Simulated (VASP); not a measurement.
# RbBr (Fm-3m) in VASP: single point with PBE

Aim: the single point of RbBr with PBE.

Program: VASP 6.6.1. These are calculated values, not measurements. Logs are shortened: lines on timing, memory, paths and dates and some standing lists are left out, and cuts for length are marked.

**1. The cell of the first run**

Symmetry: Fm-3m, No. 225, cubic system. Conventional cell: a = 6.854 Å, b = 6.854 Å, c = 6.854 Å, α = 90.00°, β = 90.00°, γ = 90.00°. Within 4.5 Å of Rb (site symmetry m-3m) lie 6 Br at 3.43 Å. Br (site symmetry m-3m) has 6 Rb at 3.43 Å within 4.5 Å.

**2. Single point, PBE**

INCAR reads:

```
PREC = Accurate ; ENCUT = 520
EDIFF = 1E-7 ; ISMEAR = 0
SIGMA = 0.05 ; LREAL = False
LASPH = True ; NELM = 80
ALGO = Normal ; ISIF = 2
LWAVE = False ; LCHARG = False
GGA = PE ; NBANDS = 15
```

KPOINTS reads:

```
Automatic mesh
0
Gamma
  10 10 10
```

POSCAR reads:

```
RbBr
1.0
    0.0000000000      3.4270000000      3.4270000000
    3.4270000000      0.0000000000      3.4270000000
    3.4270000000      3.4270000000      0.0000000000
Rb Br
1 1
Direct
    0.0000000000      0.0000000000      0.0000000000
    0.5000000000      0.5000000000      0.5000000000
```

Potentials or basis: VASP PAW PBE potentials, release 64 (Rb_sv, Br).

Run with:

```bash
> cat potpaw_PBE.64/Rb_sv/POTCAR potpaw_PBE.64/Br/POTCAR > POTCAR
> mpirun -np 1 vasp_std > vasp.out
```

OUTCAR:

```text
PREC = Accurate
   ENCUT = 520
   EDIFF = 1E-7
   ISMEAR = 0
   LREAL = False
   LASPH = True
   NELM = 80
   ISIF = 2
   GGA = PE

 ion  position               nearest neighbor table
   1  0.000  0.000  0.000-   2 3.43   2 3.43   2 3.43   2 3.43   2 3.43   2 3.43
   2  0.500  0.500  0.500-   1 3.43   1 3.43   1 3.43   1 3.43   1 3.43   1 3.43

  LATTYP: Found a face centered cubic cell.
 ALAT       =     6.8540000000

  Lattice vectors:

 A1 = (   0.0000000000,   3.4270000000,   3.4270000000)
 A2 = (   3.4270000000,   0.0000000000,   3.4270000000)
 A3 = (   3.4270000000,   3.4270000000,   0.0000000000)

Analysis of symmetry for initial positions (statically):
=====================================================================
 Subroutine PRICEL returns:
 Original cell was already a primitive cell.

 Routine SETGRP: Setting up the symmetry group for a
 face centered cubic supercell.

 Subroutine GETGRP returns: Found 48 space group operations
 (whereof 48 operations were pure point group operations)
 out of a pool of 48 trial point group operations.

The static configuration has the point symmetry O_h .

Analysis of symmetry for dynamics (positions and initial velocities):
=====================================================================
 Subroutine PRICEL returns:
 Original cell was already a primitive cell.

 Routine SETGRP: Setting up the symmetry group for a
 face centered cubic supercell.

 Subroutine GETGRP returns: Found 48 space group operations
 (whereof 48 operations were pure point group operations)
 out of a pool of 48 trial point group operations.

The dynamic configuration has the point symmetry O_h .

 Subroutine INISYM returns: Found 48 space group operations
 (whereof 48 operations are pure point group operations),
 and found     1 'primitive' translations

----------------------------------------------------------------------------------------

                                     Primitive cell

  volume of cell :      80.4956

  direct lattice vectors                    reciprocal lattice vectors
     0.000000000  3.427000000  3.427000000    -0.145900204  0.145900204  0.145900204
     3.427000000  0.000000000  3.427000000     0.145900204 -0.145900204  0.145900204
     3.427000000  3.427000000  0.000000000     0.145900204  0.145900204 -0.145900204

  length of vectors
     4.846509878  4.846509878  4.846509878     0.252706567  0.252706567  0.252706567

  position of ions in fractional coordinates (direct lattice)
     0.000000000  0.000000000  0.000000000
     0.500000000  0.500000000  0.500000000

  ion indices of the primitive-cell ions
   primitive index   ion index
                 1           1
                 2           2

----------------------------------------------------------------------------------------

 KPOINTS: Automatic mesh

Automatic generation of k-mesh.
 Grid dimensions read from file:
 generate k-points for:   10   10   10

 Generating k-lattice:

  Cartesian coordinates                     Fractional coordinates (reciprocal lattice)
    -0.014590020  0.014590020  0.014590020     0.100000000  0.000000000  0.000000000
     0.014590020 -0.014590020  0.014590020     0.000000000  0.100000000  0.000000000
     0.014590020  0.014590020 -0.014590020     0.000000000  0.000000000  0.100000000

  Length of vectors
     0.025270657  0.025270657  0.025270657

  Shift w.r.t. Gamma in fractional coordinates (k-lattice)
     0.000000000  0.000000000  0.000000000

 Subroutine IBZKPT returns following result:
 ===========================================

 Found     47 irreducible k-points:

 Following reciprocal coordinates:
            Coordinates               Weight
  0.000000  0.000000  0.000000      1.000000
  0.100000  0.000000  0.000000      8.000000
  0.200000  0.000000  0.000000      8.000000
  0.300000  0.000000  0.000000      8.000000
  0.400000  0.000000  0.000000      8.000000
  0.500000  0.000000  0.000000      4.000000
[... 16 lines left out ...]
  0.300000  0.300000  0.000000      6.000000
  0.400000  0.300000  0.000000     24.000000
 [... further k-points ...]
   k-points           NKPTS =     47   k-points in BZ     NKDIM =     47   number of bands    NBANDS=     15
   number of dos      NEDOS =    301   number of ions     NIONS =      2
   total plane-waves  NPLWV =  46656
   dimension x,y,z NGX =    36 NGY =   36 NGZ =   36
   dimension x,y,z NGXF=    72 NGYF=   72 NGZF=   72
   ions per type =               1   1
   NGX,Y,Z   is equivalent  to a cutoff of  12.35, 12.35, 12.35 a.u.
   NGXF,Y,Z  is equivalent  to a cutoff of  24.70, 24.70, 24.70 a.u.
 SYSTEM =  unknown system
   PREC   = accura    normal or accurate (medium, high low for compatibility)
   ISTART =      0    job   : 0-new  1-cont  2-samecut
   ICHARG =      2    charge: 1-file 2-atom 10-const
   ISPIN  =      1    spin polarized calculation?
   LNONCOLLINEAR =      F non collinear calculations
   LSORBIT =      F    spin-orbit coupling
   LASPH  =      T    aspherical Exc in radial PAW
   ENCUT  =  520.0 eV  38.22 Ry    6.18 a.u.   9.01  9.01  9.01*2*pi/ulx,y,z
   NELM   =     80;   NELMIN=  2; NELMDL= -5     # of ELM steps
   EDIFF  = 0.1E-06   stopping-criterion for ELM
   LREAL  =      F    real-space projection
   EDIFFG = 0.1E-05   stopping-criterion for IOM
   NSW    =      0    number of steps for IOM
   IBRION =     -1    ionic relax: 0-MD 1-quasi-New 2-CG
   NFREE  =      0    steps in history (QN), initial steepest desc. (CG)
   ISIF   =      2    stress and relaxation
   ISYM   =      2    0-nonsym 1-usesym 2-fastsym
   POTIM  = 0.5000    time-step for ionic-motion
   TEBEG  =    0.0;   TEEND  =   0.0 temperature during run
   PSTRESS=    0.0 pullay stress
   NELECT =      16.0000    total number of electrons
   NUPDOWN=      -1.0000    fix difference up-down
   EMIN   =  10.00;   EMAX   =-10.00  energy-range for DOS
   EFERMI =   0.00;   METHOD = LEGACY
   ISMEAR =     0;   SIGMA  =   0.05  broadening in eV -4-tet -1-fermi 0-gaus
   EFERMI_NEDOS =   21; number of points for ismear=-14 and -15
   IALGO  =     38    algorithm
   IMIX   =      4    mixing-type and parameters
     AMIX     =   0.40;   BMIX     =  1.00
     AMIX_MAG =   1.60;   BMIX_MAG =  1.00
  volume/ion in A,a.u.               =      40.25       271.61
  Fermi-wavevector in a.u.,A,eV,Ry     =   0.955412  1.805467 12.419564  0.912812
  Thomas-Fermi vector in A             =   2.084247
   LORBIT       =      0    0 simple, 1 ext, 2 COOP (PROOUT), +10 PAW based schemes
   GGA     = PE    functional components
   LHFCALC =     F    Hartree Fock is set to
   AEXX    =    0.0000 exact exchange contribution
   IVDW    =     0    specifies the selected vdW correction
   LEPSILON=     F    determine dielectric tensor
   LRPA    =     F    only Hartree local field effects (RPA)
 non-spin polarized calculation
 Gauss-broadening in eV      SIGMA  =   0.05
  energy-cutoff  :      520.00
  volume of cell :       80.50
 maximum number of plane-waves:      2200
   NGX = 17   NGY = 17   NGZ = 17

 number of electron      15.9999999 magnetization

 Free energy of the ion-electron system (eV)
  ---------------------------------------------------
  ext. energy  EPLUGINS =         0.00000000
  ---------------------------------------------------
  free energy    TOTEN  =        -6.09734209 eV

  energy without entropy =       -6.09734209  energy(sigma->0) =       -6.09734209

 E-fermi :  -1.4733     XC(G=0):  -7.2336

 val. band max:       -1.7523886396   @ k =   0.0000   0.0000   0.0000
 cond. band min:       2.6101677404   @ k =   0.0000   0.0000   0.0000
 fundamental gap:      4.3625563801
 Fermi energy:        -1.4733440876

 k-point     1 :       0.0000    0.0000    0.0000
  band No.  band energies     occupation
      1     -26.1663      2.00000
      2     -13.9335      2.00000
      3     -10.2432      2.00000
      4     -10.2432      2.00000
      5     -10.2432      2.00000
      6      -1.7524      2.00000
      7      -1.7524      2.00000
      8      -1.7524      2.00000
      9       2.6102      0.00000
     10       5.5273      0.00000
     11       5.5273      0.00000
     12       5.5273      0.00000
     13       6.4155      0.00000
     14       6.4155      0.00000
     15       9.2413      0.00000

 k-point     2 :       0.1000    0.0000    0.0000
  band No.  band energies     occupation
      1     -26.1654      2.00000
      2     -13.9376      2.00000
      3     -10.2439      2.00000
      4     -10.2439      2.00000
      5     -10.2386      2.00000
      6      -1.8757      2.00000
      7      -1.7892      2.00000
      8      -1.7892      2.00000
      9       2.8577      0.00000
     10       5.4592      0.00000
     11       5.6470      0.00000
     12       5.6470      0.00000
     13       6.5657      0.00000
     14       6.5657      0.00000
     15       9.6267      0.00000

 k-point     3 :       0.2000    0.0000    0.0000
  band No.  band energies     occupation
      1     -26.1631      2.00000
      2     -13.9483      2.00000
      3     -10.2459      2.00000
      4     -10.2459      2.00000
      5     -10.2266      2.00000
      6      -2.1592      2.00000
      7      -1.8825      2.00000
      8      -1.8825      2.00000
      9       3.4907      0.00000
     10       5.3809      0.00000
     11       5.9966      0.00000
     12       5.9966      0.00000
     13       6.9920      0.00000
     14       6.9920      0.00000
     15      10.5866      0.00000
[... 343 lines left out ...]
 k-point    23 :       0.3000    0.3000    0.0000
  band No.  band energies     occupation
      1     -26.1583      2.00000
      2     -13.9244      2.00000
      3     -10.2901      2.00000
      4     -10.2901      2.00000
      5     -10.2791      2.00000
      6      -2.3847      2.00000
      7      -1.8737      2.00000
      8      -1.8737      2.00000
      9       4.2710      0.00000
     10       4.3430      0.00000
     11       7.0262      0.00000
     12       7.5739      0.00000
     13       7.5739      0.00000
     14       7.9935      0.00000
     15       9.4294      0.00000

 k-point    24 :       0.4000    0.3000    0.0000
  band No.  band energies     occupation
      1     -26.1565      2.00000
      2     -13.9148      2.00000
      3     -10.3258      2.00000
      4     -10.2966      2.00000
      5     -10.2917      2.00000
      6      -2.3651      2.00000
      7      -1.9448      2.00000
      8      -1.9137      2.00000
      9       4.2166      0.00000
     10       4.8491      0.00000
     11       7.3051      0.00000
     12       7.7332      0.00000
     13       8.0390      0.00000
     14       8.1803      0.00000
     15       8.8580      0.00000

 [... further k-points ...]

------------------------ aborting loop because EDIFF is reached ----------------------------------------

  FORCE on cell =-STRESS in cart. coord.  units (eV):
  Direction    XX          YY          ZZ          XY          YZ          ZX
  --------------------------------------------------------------------------------------
  -------------------------------------------------------------------------------------
  Total        0.5177371      0.5177371      0.5177371      0.0000000      0.0000000     -0.0000000
  in kB       10.3049901     10.3049901     10.3049901      0.0000000      0.0000000     -0.0000000
  external PRESSURE =      10.3049901 kB  Pullay stress =       0.0000000 kB

 VOLUME and BASIS-vectors are now :
 -----------------------------------------------------------------------------
  energy-cutoff  :      520.00
  volume of cell :       80.50
      direct lattice vectors                 reciprocal lattice vectors
     0.000000000  3.427000000  3.427000000    -0.145900204  0.145900204  0.145900204
     3.427000000  0.000000000  3.427000000     0.145900204 -0.145900204  0.145900204
     3.427000000  3.427000000  0.000000000     0.145900204  0.145900204 -0.145900204

 POSITION                                       TOTAL-FORCE (eV/Angst)
 -----------------------------------------------------------------------------------
      0.00000      0.00000      0.00000         0.000000     -0.000000      0.000000
      3.42700      3.42700      3.42700        -0.000000      0.000000     -0.000000
 -----------------------------------------------------------------------------------
    total drift:                                0.000000      0.000000      0.000000

  FREE ENERGIE OF THE ION-ELECTRON SYSTEM (eV)
  ---------------------------------------------------
  free  energy   TOTEN  =        -6.0973420912 eV

  energy  without entropy=       -6.0973420912  energy(sigma->0) =       -6.09734209
```

Run time: 42 s. Hardware: 1 thread of Intel Xeon 6975P-C, shared host; peak memory 0.23 GiB.

What came out:

```
Free energy            : -6.0973 eV
Pressure               : 1.0 GPa
Band gap on the k mesh : 4.36 eV, direct
```

A k mesh can miss the band edges.
